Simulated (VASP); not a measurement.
A run of VASP 6.6.1 is set up as follows.

INCAR

```
SYSTEM = K
  PREC = Accurate
  ENCUT = 520
  EDIFF = 1E-8
  ISMEAR = -1
  SIGMA = 0.08
  LREAL = .False.
  LASPH = .True.
  NELM = 80
  ALGO = Normal
  ISIF = 2
  LWAVE = .False.
  LCHARG = .False.
  GGA = PS
  LEFG = .True.
  NBANDS = 10
```

Contents of KPOINTS:

```
regular mesh
0
Gamma
  10 10 10
  0 0 0
```

The input POSCAR:

```
K
1.0
   -2.6180000000      2.6180000000      2.5656400000
    2.6180000000     -2.6180000000      2.5656400000
    2.6180000000      2.6180000000     -2.5656400000
K
1
Direct
    0.0000000000      0.0000000000      0.0000000000
```

Potentials or basis: VASP PAW PBE potentials, release 64 (K_sv).

Command:

```console
$ cat potpaw_PBE.64/K_sv/POTCAR > POTCAR
$ mpirun -np 1 vasp_std > vasp.out
```

Estimate the pressure.

0.0 GPa.

Caveat: the cell differs from its parent crystal (zz strain of -2 %); without QUAD_EFG the Cq values of the log hold for a quadrupole moment of 1 mb, not for the nuclei; the PAW data sets were made with another functional, which shifts forces and pressure a little.
